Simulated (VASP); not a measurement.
**SbPt: single point with PBEsol**

SbPt:

```
Sb Pt
1.0
     4.21771    0.00000    0.00000
    -2.10885    3.65264    0.00000
     0.00000    0.00000    5.22240
Sb Pt
2 2
Direct
  0.33333 0.66667 0.25000
  0.66667 0.33333 0.75000
  0.00000 0.00000 0.00000
  0.00000 0.00000 0.50000
```

This cell differs from its parent crystal: uniaxial strain along c: -4.5 %.

```
Program             : VASP 6.6.1
Task                : single point
Functional          : PBEsol
Potentials or basis : VASP PAW PBE potentials, release 64 (Sb, Pt)
Cutoff              : 520 eV
k mesh              : 12 × 12 × 10
Occupations         : gaussian, width 0.1 eV
Spin                : no spin polarisation
```

* Pressure: 4.6 GPa
* Band gap on the k mesh: zero (band 15 reaches 12.41 eV, above the bottom of band 16 at 8.31 eV)

Stress tensor (GPa, compression positive):
```
 0.84  0.00  0.00
 0.00  0.84  0.00
 0.00  0.00 12.26
```

Levels at points of the mesh, in eV from the Fermi level:
```csv
k point,band 12,band 13,band 14,band 15,band 16,band 17,band 18,band 19
"(0.00, 0.00, 0.00)",-1.77,-0.33,-0.33,1.43,2.00,2.51,3.32,3.32
"(0.50, 0.00, 0.00)",-3.03,-2.70,-1.89,-1.76,-0.82,2.47,4.03,4.41
"(0.00, 0.00, 0.50)",-3.73,-1.14,-1.14,2.28,2.28,2.28,2.28,5.19
"(0.50, 0.00, 0.50)",-3.31,-3.09,-3.09,0.26,0.26,1.58,1.58,4.47
```

Wall time 57 s on 1 thread of Intel(R) Xeon(R) 6975P-C (Granite Rapids), on a shared host, peak memory 0.33 GiB.

Caveat: the cell differs from its parent crystal (uniaxial strain along c: -4.5 %); the PAW data sets were made with another functional, which shifts forces and pressure a little; spin-orbit coupling is left out, which moves the levels of the heavy elements.
